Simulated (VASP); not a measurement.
# Ag in VASP: notebook, part 2 of 3

VASP 6.6.1.

### 4 Single point, PBE (equal xy, yz and zx shear strains of -3 %)

INCAR reads:

```
PREC = Accurate
ENCUT = 520
EDIFF = 1E-6
ISMEAR = -1
SIGMA = 0.05
LREAL = F
LASPH = T
NELM = 60
ALGO = Normal
ISIF = 2
LWAVE = F
LCHARG = F
GGA = PE
NBANDS = 12
```

KPOINTS reads:

```
Automatic mesh
0
Gamma
  15 15 15
```

POSCAR reads:

```
Ag
1.0
   -0.0612930000      2.0124535000      2.0124535000
    2.0124535000     -0.0612930000      2.0124535000
    2.0124535000      2.0124535000     -0.0612930000
Ag
1
Direct
    0.0000000000      0.0000000000      0.0000000000
```

Potentials or basis: VASP PAW PBE potentials, release 64 (Ag).

Started as:

```
cat potpaw_PBE.64/Ag/POTCAR > POTCAR
mpirun -np 1 vasp_std > vasp.out
```

OUTCAR:

```text
PREC = Accurate
   ENCUT = 520
   EDIFF = 1E-6
   ISMEAR = -1
   LREAL = F
   LASPH = T
   NELM = 60
   ISIF = 2
   GGA = PE

 ion  position               nearest neighbor table
   1  0.000  0.000  0.000-

  LATTYP: Found a trigonal (rhomboedric) cell.
 ALAT       =     2.8466989674
 COS(alpha) =     0.4693254694

  Lattice vectors:

 A1 = (  -0.0612930000,   2.0124535000,   2.0124535000)
 A2 = (   2.0124535000,  -0.0612930000,   2.0124535000)
 A3 = (   2.0124535000,   2.0124535000,  -0.0612930000)

Analysis of symmetry for initial positions (statically):
=====================================================================
 Subroutine PRICEL returns:
 Original cell was already a primitive cell.

 Routine SETGRP: Setting up the symmetry group for a
 trigonal (rhombohedral) supercell.

 Subroutine GETGRP returns: Found 12 space group operations
 (whereof 12 operations were pure point group operations)
 out of a pool of 12 trial point group operations.

The static configuration has the point symmetry D_3d.

Analysis of symmetry for dynamics (positions and initial velocities):
=====================================================================
 Subroutine PRICEL returns:
 Original cell was already a primitive cell.

 Routine SETGRP: Setting up the symmetry group for a
 trigonal (rhombohedral) supercell.

 Subroutine GETGRP returns: Found 12 space group operations
 (whereof 12 operations were pure point group operations)
 out of a pool of 12 trial point group operations.

The dynamic configuration has the point symmetry D_3d.

 Subroutine INISYM returns: Found 12 space group operations
 (whereof 12 operations are pure point group operations),
 and found     1 'primitive' translations

----------------------------------------------------------------------------------------

                                     Primitive cell

  volume of cell :      17.0452

  direct lattice vectors                    reciprocal lattice vectors
    -0.061293000  2.012453500  2.012453500    -0.237381011  0.244838006  0.244838006
     2.012453500 -0.061293000  2.012453500     0.244838006 -0.237381011  0.244838006
     2.012453500  2.012453500 -0.061293000     0.244838006  0.244838006 -0.237381011

  length of vectors
     2.846698967  2.846698967  2.846698967     0.419810723  0.419810723  0.419810723

  position of ions in fractional coordinates (direct lattice)
     0.000000000  0.000000000  0.000000000

  ion indices of the primitive-cell ions
   primitive index   ion index
                 1           1

----------------------------------------------------------------------------------------

 KPOINTS: Automatic mesh

Automatic generation of k-mesh.
 Grid dimensions read from file:
 generate k-points for:   15   15   15

 Generating k-lattice:

  Cartesian coordinates                     Fractional coordinates (reciprocal lattice)
    -0.015825401  0.016322534  0.016322534     0.066666667  0.000000000  0.000000000
     0.016322534 -0.015825401  0.016322534     0.000000000  0.066666667  0.000000000
     0.016322534  0.016322534 -0.015825401     0.000000000  0.000000000  0.066666667

  Length of vectors
     0.027987382  0.027987382  0.027987382

  Shift w.r.t. Gamma in fractional coordinates (k-lattice)
     0.000000000  0.000000000  0.000000000

 Subroutine IBZKPT returns following result:
 ===========================================

 Found    344 irreducible k-points:

 Following reciprocal coordinates:
            Coordinates               Weight
  0.000000  0.000000  0.000000      1.000000
  0.066667  0.000000  0.000000      6.000000
  0.133333 -0.000000 -0.000000      6.000000
  0.200000  0.000000  0.000000      6.000000
  0.266667 -0.000000 -0.000000      6.000000
  0.333333 -0.000000  0.000000      6.000000
[... 16 lines left out ...]
  0.133333  0.133333  0.000000      6.000000
  0.200000  0.133333  0.000000     12.000000
 [... further k-points ...]
   k-points           NKPTS =    344   k-points in BZ     NKDIM =    344   number of bands    NBANDS=     12
   number of dos      NEDOS =    301   number of ions     NIONS =      1
   total plane-waves  NPLWV =  13824
   dimension x,y,z NGX =    24 NGY =   24 NGZ =   24
   dimension x,y,z NGXF=    48 NGYF=   48 NGZF=   48
   ions per type =               1
   NGX,Y,Z   is equivalent  to a cutoff of  14.02, 14.02, 14.02 a.u.
   NGXF,Y,Z  is equivalent  to a cutoff of  28.03, 28.03, 28.03 a.u.
 SYSTEM =  unknown system
   PREC   = accura    normal or accurate (medium, high low for compatibility)
   ISTART =      0    job   : 0-new  1-cont  2-samecut
   ICHARG =      2    charge: 1-file 2-atom 10-const
   ISPIN  =      1    spin polarized calculation?
   LNONCOLLINEAR =      F non collinear calculations
   LSORBIT =      F    spin-orbit coupling
   LASPH  =      T    aspherical Exc in radial PAW
   ENCUT  =  520.0 eV  38.22 Ry    6.18 a.u.   5.29  5.29  5.29*2*pi/ulx,y,z
   NELM   =     60;   NELMIN=  2; NELMDL= -5     # of ELM steps
   EDIFF  = 0.1E-05   stopping-criterion for ELM
   LREAL  =      F    real-space projection
   EDIFFG = 0.1E-04   stopping-criterion for IOM
   NSW    =      0    number of steps for IOM
   IBRION =     -1    ionic relax: 0-MD 1-quasi-New 2-CG
   NFREE  =      0    steps in history (QN), initial steepest desc. (CG)
   ISIF   =      2    stress and relaxation
   ISYM   =      2    0-nonsym 1-usesym 2-fastsym
   POTIM  = 0.5000    time-step for ionic-motion
   TEBEG  =    0.0;   TEEND  =   0.0 temperature during run
   PSTRESS=    0.0 pullay stress
   NELECT =      11.0000    total number of electrons
   NUPDOWN=      -1.0000    fix difference up-down
   EMIN   =  10.00;   EMAX   =-10.00  energy-range for DOS
   EFERMI =   0.00;   METHOD = LEGACY
   ISMEAR =    -1;   SIGMA  =   0.05  broadening in eV -4-tet -1-fermi 0-gaus
   EFERMI_NEDOS =   21; number of points for ismear=-14 and -15
   IALGO  =     38    algorithm
   IMIX   =      4    mixing-type and parameters
     AMIX     =   0.40;   BMIX     =  1.00
     AMIX_MAG =   1.60;   BMIX_MAG =  1.00
  volume/ion in A,a.u.               =      17.05       115.03
  Fermi-wavevector in a.u.,A,eV,Ry     =   1.414723  2.673439 27.231271  2.001442
  Thomas-Fermi vector in A             =   2.536236
   LORBIT       =      0    0 simple, 1 ext, 2 COOP (PROOUT), +10 PAW based schemes
   GGA     = PE    functional components
   LHFCALC =     F    Hartree Fock is set to
   AEXX    =    0.0000 exact exchange contribution
   IVDW    =     0    specifies the selected vdW correction
   LEPSILON=     F    determine dielectric tensor
   LRPA    =     F    only Hartree local field effects (RPA)
 non-spin polarized calculation
  energy-cutoff  :      520.00
  volume of cell :       17.05
 maximum number of plane-waves:       478
 NGX is ok and might be reduce to    24
   NGX = 11   NGY = 11   NGZ = 11

 number of electron      10.9999998 magnetization

 Free energy of the ion-electron system (eV)
  ---------------------------------------------------
  ext. energy  EPLUGINS =         0.00000000
  ---------------------------------------------------
  free energy    TOTEN  =        -2.69995197 eV

  energy without entropy =       -2.69756501  energy(sigma->0) =       -2.69875849

 E-fermi :   8.5270     XC(G=0): -12.2105

 val. band max:        8.5264825927   @ k =  -0.2667  -0.2667   0.2000
 cond. band min:       8.5367964047   @ k =  -0.1333   0.4000   0.0667
 fundamental gap:      0.0103138120
 Fermi energy:         8.5269521015

 k-point     1 :       0.0000    0.0000    0.0000
  band No.  band energies     occupation
      1       0.6641      2.00000
      2       3.5062      2.00000
      3       3.5062      2.00000
      4       3.8207      2.00000
      5       4.6755      2.00000
      6       4.6755      2.00000
      7      24.3845      0.00000
      8      27.5416      0.00000
      9      27.5416      0.00000
     10      29.1643      0.00000
     11      32.7116      0.00000
     12      33.5367      0.00000
[... 331 lines left out ...]
 k-point    24 :       0.2000    0.1333    0.0000
  band No.  band energies     occupation
      1       1.7927      2.00000
      2       3.2164      2.00000
      3       3.8733      2.00000
      4       4.1212      2.00000
      5       4.4183      2.00000
      6       4.8600      2.00000
      7      23.1318      0.00000
      8      25.0658      0.00000
      9      26.2852      0.00000
     10      26.7394      0.00000
     11      30.6538      0.00000
     12      33.4756      0.00000

 [... further k-points ...]

------------------------ aborting loop because EDIFF is reached ----------------------------------------

  FORCE on cell =-STRESS in cart. coord.  units (eV):
  Direction    XX          YY          ZZ          XY          YZ          ZX
  --------------------------------------------------------------------------------------
  -------------------------------------------------------------------------------------
  Total        0.5097502      0.5097502      0.5097502      0.1208193      0.1208193      0.1208193
  in kB       47.9143140     47.9143140     47.9143140     11.3564879     11.3564879     11.3564879
  external PRESSURE =      47.9143140 kB  Pullay stress =       0.0000000 kB

 VOLUME and BASIS-vectors are now :
 -----------------------------------------------------------------------------
  energy-cutoff  :      520.00
  volume of cell :       17.05
      direct lattice vectors                 reciprocal lattice vectors
    -0.061293000  2.012453500  2.012453500    -0.237381011  0.244838006  0.244838006
     2.012453500 -0.061293000  2.012453500     0.244838006 -0.237381011  0.244838006
     2.012453500  2.012453500 -0.061293000     0.244838006  0.244838006 -0.237381011

 POSITION                                       TOTAL-FORCE (eV/Angst)
 -----------------------------------------------------------------------------------
      0.00000      0.00000      0.00000         0.000000      0.000000      0.000000
 -----------------------------------------------------------------------------------
    total drift:                               -0.000000      0.000000      0.000000

  FREE ENERGIE OF THE ION-ELECTRON SYSTEM (eV)
  ---------------------------------------------------
  free  energy   TOTEN  =        -2.6999519684 eV

  energy  without entropy=       -2.6975650091  energy(sigma->0) =       -2.69875849
```

OSZICAR:

```text
N       E                     dE             d eps       ncg     rms          rms(c)
DAV:   1     0.525368406456E+02    0.52537E+02   -0.55077E+03  8312   0.829E+02
DAV:   2    -0.213706391117E+01   -0.54674E+02   -0.51678E+02  9464   0.195E+02
DAV:   3    -0.295435847708E+01   -0.81729E+00   -0.81665E+00  9776   0.251E+01
DAV:   4    -0.295683500423E+01   -0.24765E-02   -0.24764E-02  9552   0.145E+00
DAV:   5    -0.295685455459E+01   -0.19550E-04   -0.19549E-04  9676   0.116E-01    0.525E+00
DAV:   6    -0.271128864360E+01    0.24557E+00   -0.95760E-01  9112   0.878E+00    0.340E+00
DAV:   7    -0.270292033158E+01    0.83683E-02   -0.10131E-02  9624   0.951E-01    0.191E+00
DAV:   8    -0.269993975413E+01    0.29806E-02   -0.70918E-04  9348   0.196E-01    0.906E-02
DAV:   9    -0.269994701525E+01   -0.72611E-05   -0.98816E-06  9644   0.250E-02    0.253E-02
DAV:  10    -0.269995240996E+01   -0.53947E-05   -0.42199E-06  9468   0.193E-02    0.568E-03
DAV:  11    -0.269995196840E+01    0.44156E-06   -0.97282E-08  5092   0.267E-03
   1 F= -.26999520E+01 E0= -.26987585E+01  d E =-.238696E-02
```

stdout:

```text
POSCAR found type information on POSCAR Ag
 POSCAR found :  1 types and       1 ions
 scaLAPACK will be used
 LDA part: xc-table for (Slater+PW92), standard interpolation
 POSCAR, INCAR and KPOINTS ok, starting setup
 FFT: planning ... GRIDC
 FFT: planning ... GRID_SOFT
 FFT: planning ... GRID
 WAVECAR not read
 entering main loop
```

Run time: 17 s. Hardware: 1 thread of Intel Xeon 6975P-C (Granite Rapids), shared host; peak memory 0.19 GiB.

What came out:

* Free energy: -2.7000 eV
* Pressure: 4.8 GPa

Stress tensor (GPa, compression positive):
```
4.79 1.14 1.14
1.14 4.79 1.14
1.14 1.14 4.79
```

Caveat: the cell differs from its parent crystal (equal xy, yz and zx shear strains of -3 %).

(Continued in part 3 of 3.)
